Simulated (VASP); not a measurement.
A run of VASP 6.6.1:

The input POSCAR:

```
BW2
1.0
   -2.7222644628      2.7222644628      2.3331629390
    2.7222644628     -2.7222644628      2.3331629390
    2.7222644628      2.7222644628     -2.3331629390
B W
2 4
Direct
    0.2500000000      0.2500000000      0.0000000000
    0.7500000000      0.7500000000      0.0000000000
    0.6695649521      0.1695649521      0.8391299043
    0.1695649521      0.3304350479      0.5000000000
    0.3304350479      0.8304350479      0.1608700957
    0.8304350479      0.6695649521      0.5000000000
```

File INCAR.step1:

```
ALGO = Normal
EDIFF = 1E-4
ENCUT = 520
GGA = PE
ISMEAR = 0
LASPH = T
LCHARG = F
LREAL = F
LWAVE = T
NBANDS = 40
NELM = 100
PREC = Accurate
SIGMA = 0.1
```

The input INCAR.step2:

```
ALGO = Normal
EDIFF = 1E-6
ENCUT = 520
ISIF = 2
ISMEAR = 0
ISTART = 1
LASPH = T
LCHARG = T
LELF = T
LMIXTAU = T
LREAL = F
LVHAR = T
LWAVE = F
METAGGA = R2SCAN
NBANDS = 40
NELM = 100
PREC = Accurate
SIGMA = 0.1
```

KPOINTS

```
k-points
0
Gamma
  10 10 10
```

Potentials or basis: VASP PAW PBE potentials, release 64 (B, W_sv).

Command:

```console
$ cat potpaw_PBE.64/B/POTCAR potpaw_PBE.64/W_sv/POTCAR > POTCAR
$ cp INCAR.step1 INCAR
$ mpirun -np 1 vasp_std > vasp.out
$ cp INCAR.step2 INCAR
$ mpirun -np 1 vasp_std > vasp.out
```

Hardware: 1 thread of Intel(R) Xeon(R) 6975P-C (Granite Rapids), on a shared host.

Problem. How long does it take, and how much memory?

Solution. Run time: 7.4 min on 1 thread of Intel(R) Xeon(R) 6975P-C (Granite Rapids), on a shared host, peak memory 0.36 GiB. Counts: k points 102.
